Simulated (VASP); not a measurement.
# Ni3Ge (Pm-3m) in VASP: further runs, part 2 of 2

VASP 6.6.1. The steps go on from the part before.

## (3) Single point, PBEsol

The input, INCAR:

```
PREC = Accurate
ENCUT = 520
EDIFF = 1E-6
ISMEAR = 0
SIGMA = 0.3
LREAL = False
LASPH = True
NELM = 60
ALGO = Normal
ISIF = 2
LWAVE = False
LCHARG = False
GGA = PS
NBANDS = 30
```

The input, KPOINTS:

```
Automatic mesh
0
Gamma
  12 12 12
```

The input, POSCAR:

```
Ni3Ge
1.0
    3.5303341067      0.0000000000      0.0000000000
    0.0000000000      3.5303341067      0.0000000000
    0.0000000000      0.0000000000      3.5303341067
Ni Ge
3 1
Direct
    0.5000000000      0.0000000000      0.5000000000
    0.0000000000      0.5000000000      0.5000000000
    0.5000000000      0.5000000000      0.0000000000
    0.0000000000      0.0000000000      0.0000000000
```

Potentials or basis: VASP PAW PBE potentials, release 64 (Ni, Ge_d).

Command:

```sh
$ cat potpaw_PBE.64/Ni/POTCAR potpaw_PBE.64/Ge_d/POTCAR > POTCAR
$ mpirun -np 1 vasp_std > vasp.out
```

OUTCAR:

```text
PREC = Accurate
   ENCUT = 520
   EDIFF = 1E-6
   ISMEAR = 0
   LREAL = False
   LASPH = True
   NELM = 60
   ISIF = 2
   GGA = PS

 ion  position               nearest neighbor table
   1  0.500  0.000  0.500-   2 2.50   3 2.50   4 2.50   3 2.50   4 2.50   2 2.50   3 2.50   3 2.50
                             2 2.50   4 2.50   4 2.50   2 2.50
   2  0.000  0.500  0.500-   1 2.50   3 2.50   4 2.50   3 2.50   4 2.50   1 2.50   4 2.50   4 2.50
                             1 2.50   3 2.50   3 2.50   1 2.50
   3  0.500  0.500  0.000-   1 2.50   2 2.50   4 2.50   1 2.50   2 2.50   1 2.50   4 2.50   1 2.50
                             2 2.50   4 2.50   2 2.50   4 2.50
   4  0.000  0.000  0.000-   1 2.50   2 2.50   3 2.50   1 2.50   2 2.50   2 2.50   3 2.50   2 2.50
                             1 2.50   3 2.50   1 2.50   3 2.50

  LATTYP: Found a simple cubic cell.
 ALAT       =     3.5303341067

  Lattice vectors:

 A1 = (   3.5303341067,   0.0000000000,   0.0000000000)
 A2 = (   0.0000000000,   3.5303341067,   0.0000000000)
 A3 = (   0.0000000000,   0.0000000000,   3.5303341067)

Analysis of symmetry for initial positions (statically):
=====================================================================
 Subroutine PRICEL returns:
 Original cell was already a primitive cell.

 Routine SETGRP: Setting up the symmetry group for a
 simple cubic supercell.

 Subroutine GETGRP returns: Found 48 space group operations
 (whereof 48 operations were pure point group operations)
 out of a pool of 48 trial point group operations.

The static configuration has the point symmetry O_h .

Analysis of symmetry for dynamics (positions and initial velocities):
=====================================================================
 Subroutine PRICEL returns:
 Original cell was already a primitive cell.

 Routine SETGRP: Setting up the symmetry group for a
 simple cubic supercell.

 Subroutine GETGRP returns: Found 48 space group operations
 (whereof 48 operations were pure point group operations)
 out of a pool of 48 trial point group operations.

The dynamic configuration has the point symmetry O_h .

 Subroutine INISYM returns: Found 48 space group operations
 (whereof 48 operations are pure point group operations),
 and found     1 'primitive' translations

----------------------------------------------------------------------------------------

                                     Primitive cell

  volume of cell :      43.9995

  direct lattice vectors                    reciprocal lattice vectors
     3.530334107  0.000000000  0.000000000     0.283259309  0.000000000  0.000000000
     0.000000000  3.530334107  0.000000000     0.000000000  0.283259309  0.000000000
     0.000000000  0.000000000  3.530334107     0.000000000  0.000000000  0.283259309

  length of vectors
     3.530334107  3.530334107  3.530334107     0.283259309  0.283259309  0.283259309

  position of ions in fractional coordinates (direct lattice)
     0.500000000  0.000000000  0.500000000
     0.000000000  0.500000000  0.500000000
     0.500000000  0.500000000  0.000000000
     0.000000000  0.000000000  0.000000000

  ion indices of the primitive-cell ions
   primitive index   ion index
                 1           1
                 2           2
                 3           3
[... 27 lines left out ...]

 Following reciprocal coordinates:
            Coordinates               Weight
  0.000000  0.000000  0.000000      1.000000
  0.083333  0.000000  0.000000      6.000000
  0.166667  0.000000  0.000000      6.000000
  0.250000  0.000000  0.000000      6.000000
  0.333333  0.000000  0.000000      6.000000
  0.416667  0.000000  0.000000      6.000000
[... 16 lines left out ...]
  0.333333  0.333333  0.000000     12.000000
  0.416667  0.333333  0.000000     24.000000
 [... further k-points ...]
   k-points           NKPTS =     84   k-points in BZ     NKDIM =     84   number of bands    NBANDS=     30
   number of dos      NEDOS =    301   number of ions     NIONS =      4
   total plane-waves  NPLWV =  21952
   dimension x,y,z NGX =    28 NGY =   28 NGZ =   28
   dimension x,y,z NGXF=    56 NGYF=   56 NGZF=   56
   ions per type =               3   1
   NGX,Y,Z   is equivalent  to a cutoff of  13.19, 13.19, 13.19 a.u.
   NGXF,Y,Z  is equivalent  to a cutoff of  26.37, 26.37, 26.37 a.u.
 SYSTEM =  unknown system
   PREC   = accura    normal or accurate (medium, high low for compatibility)
   ISTART =      0    job   : 0-new  1-cont  2-samecut
   ICHARG =      2    charge: 1-file 2-atom 10-const
   ISPIN  =      1    spin polarized calculation?
   LNONCOLLINEAR =      F non collinear calculations
   LSORBIT =      F    spin-orbit coupling
   LASPH  =      T    aspherical Exc in radial PAW
   ENCUT  =  520.0 eV  38.22 Ry    6.18 a.u.   6.56  6.56  6.56*2*pi/ulx,y,z
   NELM   =     60;   NELMIN=  2; NELMDL= -5     # of ELM steps
   EDIFF  = 0.1E-05   stopping-criterion for ELM
   LREAL  =      F    real-space projection
   EDIFFG = 0.1E-04   stopping-criterion for IOM
   NSW    =      0    number of steps for IOM
   IBRION =     -1    ionic relax: 0-MD 1-quasi-New 2-CG
   NFREE  =      0    steps in history (QN), initial steepest desc. (CG)
   ISIF   =      2    stress and relaxation
   ISYM   =      2    0-nonsym 1-usesym 2-fastsym
   POTIM  = 0.5000    time-step for ionic-motion
   TEBEG  =    0.0;   TEEND  =   0.0 temperature during run
   PSTRESS=    0.0 pullay stress
   NELECT =      44.0000    total number of electrons
   NUPDOWN=      -1.0000    fix difference up-down
   EMIN   =  10.00;   EMAX   =-10.00  energy-range for DOS
   EFERMI =   0.00;   METHOD = LEGACY
   ISMEAR =     0;   SIGMA  =   0.30  broadening in eV -4-tet -1-fermi 0-gaus
   EFERMI_NEDOS =   21; number of points for ismear=-14 and -15
   IALGO  =     38    algorithm
   IMIX   =      4    mixing-type and parameters
     AMIX     =   0.40;   BMIX     =  1.00
     AMIX_MAG =   1.60;   BMIX_MAG =  1.00
  volume/ion in A,a.u.               =      11.00        74.23
  Fermi-wavevector in a.u.,A,eV,Ry     =   1.637105  3.093680 36.465156  2.680113
  Thomas-Fermi vector in A             =   2.728300
   LORBIT       =      0    0 simple, 1 ext, 2 COOP (PROOUT), +10 PAW based schemes
   GGA     = PS    functional components
   LHFCALC =     F    Hartree Fock is set to
   AEXX    =    0.0000 exact exchange contribution
   IVDW    =     0    specifies the selected vdW correction
   LEPSILON=     F    determine dielectric tensor
   LRPA    =     F    only Hartree local field effects (RPA)
 non-spin polarized calculation
 Gauss-broadening in eV      SIGMA  =   0.30
  energy-cutoff  :      520.00
  volume of cell :       44.00
 maximum number of plane-waves:      1213
 NGX is ok and might be reduce to    28
   NGX = 13   NGY = 13   NGZ = 13

 number of electron      43.9999972 magnetization

 Free energy of the ion-electron system (eV)
  ---------------------------------------------------
  ext. energy  EPLUGINS =         0.00000000
  ---------------------------------------------------
  free energy    TOTEN  =       -24.78294355 eV

  energy without entropy =      -24.69383956  energy(sigma->0) =      -24.73839155

 E-fermi :  10.2636     XC(G=0): -13.6505

 val. band max:       10.2605258751   @ k =   0.5000   0.4167   0.3333
 cond. band min:      10.3271911155   @ k =   0.4167   0.4167   0.3333
 fundamental gap:      0.0666652404
 Fermi energy:        10.2636187544

 k-point     1 :       0.0000    0.0000    0.0000
  band No.  band energies     occupation
      1     -14.3777      2.00000
      2     -14.3777      2.00000
      3     -14.3631      2.00000
      4     -14.3631      2.00000
      5     -14.3631      2.00000
      6      -2.3585      2.00000
[... 781 lines left out ...]
     29      20.0550      0.00000
     30      21.1049      0.00000

 [... further k-points ...]

------------------------ aborting loop because EDIFF is reached ----------------------------------------

  FORCE on cell =-STRESS in cart. coord.  units (eV):
  Direction    XX          YY          ZZ          XY          YZ          ZX
  --------------------------------------------------------------------------------------
  -------------------------------------------------------------------------------------
  Total       -0.1299640     -0.1299640     -0.1299640     -0.0000000     -0.0000000      0.0000000
  in kB       -4.7324521     -4.7324521     -4.7324521     -0.0000000     -0.0000000      0.0000000
  external PRESSURE =      -4.7324521 kB  Pullay stress =       0.0000000 kB

 VOLUME and BASIS-vectors are now :
 -----------------------------------------------------------------------------
  energy-cutoff  :      520.00
  volume of cell :       44.00
      direct lattice vectors                 reciprocal lattice vectors
     3.530334107  0.000000000  0.000000000     0.283259309  0.000000000  0.000000000
     0.000000000  3.530334107  0.000000000     0.000000000  0.283259309  0.000000000
     0.000000000  0.000000000  3.530334107     0.000000000  0.000000000  0.283259309

 POSITION                                       TOTAL-FORCE (eV/Angst)
 -----------------------------------------------------------------------------------
      1.76517      0.00000      1.76517         0.000000      0.000000      0.000000
      0.00000      1.76517      1.76517         0.000000      0.000000      0.000000
      1.76517      1.76517      0.00000         0.000000      0.000000      0.000000
      0.00000      0.00000      0.00000         0.000000      0.000000      0.000000
 -----------------------------------------------------------------------------------
    total drift:                                0.000000      0.000000      0.000000

  FREE ENERGIE OF THE ION-ELECTRON SYSTEM (eV)
  ---------------------------------------------------
  free  energy   TOTEN  =       -24.7829435492 eV

  energy  without entropy=      -24.6938395561  energy(sigma->0) =      -24.73839155
```

OSZICAR:

```text
N       E                     dE             d eps       ncg     rms          rms(c)
DAV:   1     0.313766488954E+03    0.31377E+03   -0.19817E+04  5556   0.333E+03
DAV:   2     0.109796752984E+02   -0.30279E+03   -0.28830E+03  5040   0.537E+02
DAV:   3    -0.271820234257E+02   -0.38162E+02   -0.37275E+02  5352   0.164E+02
DAV:   4    -0.283461286367E+02   -0.11641E+01   -0.11626E+01  5754   0.330E+01
DAV:   5    -0.283696257262E+02   -0.23497E-01   -0.23496E-01  6594   0.410E+00    0.188E+01
DAV:   6    -0.277266405294E+02    0.64299E+00   -0.32978E+01  5874   0.826E+01    0.151E+01
DAV:   7    -0.248752230220E+02    0.28514E+01   -0.12892E+01  5678   0.484E+01    0.363E+00
DAV:   8    -0.247937978943E+02    0.81425E-01   -0.39198E-01  5964   0.542E+00    0.972E-01
DAV:   9    -0.247846003481E+02    0.91975E-02   -0.19952E-02  6546   0.164E+00    0.336E-01
DAV:  10    -0.247829518035E+02    0.16485E-02   -0.22077E-03  6930   0.540E-01    0.919E-02
DAV:  11    -0.247829481113E+02    0.36922E-05   -0.21746E-04  5674   0.121E-01    0.369E-02
DAV:  12    -0.247829431109E+02    0.50005E-05   -0.22620E-05  6090   0.728E-02    0.739E-03
DAV:  13    -0.247829435492E+02   -0.43836E-06   -0.22266E-06  4866   0.156E-02
   1 F= -.24782944E+02 E0= -.24738392E+02  d E =-.891040E-01
```

stdout:

```text
POSCAR found type information on POSCAR NiGe
 POSCAR found :  2 types and       4 ions
 scaLAPACK will be used
 -----------------------------------------------------------------------------
|                                                                             |
|                                                                             |
|     You enforced a specific xc type in the INCAR file but a different       |
|     I HOPE YOU KNOW WHAT YOU ARE DOING!                                     |
|                                                                             |
 -----------------------------------------------------------------------------

 LDA part: xc-table for (Slater+PW92), standard interpolation
 POSCAR, INCAR and KPOINTS ok, starting setup
 FFT: planning ... GRIDC
 FFT: planning ... GRID_SOFT
 FFT: planning ... GRID
 WAVECAR not read
 entering main loop
```

Wall time 3.6 min (1 thread of AMD EPYC 7R43 (Zen 3), shared host); peak memory 0.19 GiB.

Results:

| Item | Value |
| --- | --- |
| Free energy | -24.7829 eV |
| Pressure | -0.5 GPa |
| Band gap on the k mesh | zero (band 22 reaches 10.21 eV, above the bottom of band 23 at 9.98 eV) |

Caveat: the PAW data sets were made with another functional, which shifts forces and pressure a little. Spin polarisation is off, so any magnetic state and its effect on volume and gap are missing.

## (4) Single point, PBEsol

The input, INCAR:

```
SYSTEM = Ni3Ge
PREC     = Accurate       ! precision mode
ENCUT    = 520            ! plane-wave cutoff, eV
EDIFF    = 1E-7           ! SCF threshold, eV
ISMEAR   = 0              ! smearing method
SIGMA    = 0.5            ! smearing width, eV
LREAL    = .False.        ! projectors in reciprocal space
LASPH    = .True.         ! aspherical terms in the spheres
NELM     = 60             ! most SCF steps
ALGO     = Normal         ! electronic algorithm
ISIF     = 2              ! what is computed and relaxed
LWAVE    = .False.        ! write WAVECAR
LCHARG   = .True.         ! write CHGCAR
GGA      = PS             ! functional
LELF     = .True.         ! ELF
LVHAR    = .True.       
NBANDS   = 30             ! bands
```

The input, KPOINTS:

```
regular mesh
0
Gamma
  12 12 12
  0 0 0
```

POSCAR is that of step 3.

Command:

```sh
$ cat potpaw_PBE.64/Ni/POTCAR potpaw_PBE.64/Ge_d/POTCAR > POTCAR
$ mpirun -np 1 vasp_std > vasp.out
```

Wall time 4.1 min (1 thread of AMD EPYC 7R43 (Zen 3), shared host); peak memory 0.18 GiB.

It converged, with:

* Free energy: -24.8716 eV
* Pressure: -0.1 GPa
* Band gap on the k mesh: zero (band 22 reaches 10.19 eV, above the bottom of band 23 at 9.96 eV)

Levels at points of the mesh, in eV from the Fermi level:
```
           k point  band 20  band 21  band 22  band 23  band 24  band 25
(0.00, 0.00, 0.00)    -0.73    -0.43    -0.12    -0.12    -0.12     3.84
(0.50, 0.00, 0.00)    -1.28    -0.68    -0.12     3.51     3.51     4.56
(0.50, 0.50, 0.00)    -1.24    -1.08    -1.08     0.49     0.49     5.60
(0.50, 0.50, 0.50)    -1.30    -0.66    -0.35    -0.35    -0.35     0.57
```

Caveat: the PAW data sets were made with another functional, which shifts forces and pressure a little.

## (5) Summary

```csv
smearing,gap on the mesh (eV),pressure (GPa)
gaussian 0.1 eV,none,-0.8
gaussian 0.3 eV,none,-0.5
gaussian 0.5 eV,none,-0.1
```

Alike in all rows: task single point; level PBEsol; potentials or basis VASP PAW PBE potentials, release 64 (Ni, Ge_d); no spin polarisation; cell as given; k mesh 12 × 12 × 12; cutoff (eV) 520.

Every run on the cell as given and a fine mesh finds a metal.

Caveats: the PAW data sets were made with another functional, which shifts forces and pressure a little.

Absolute energies hang on the potentials; compare differences alone.
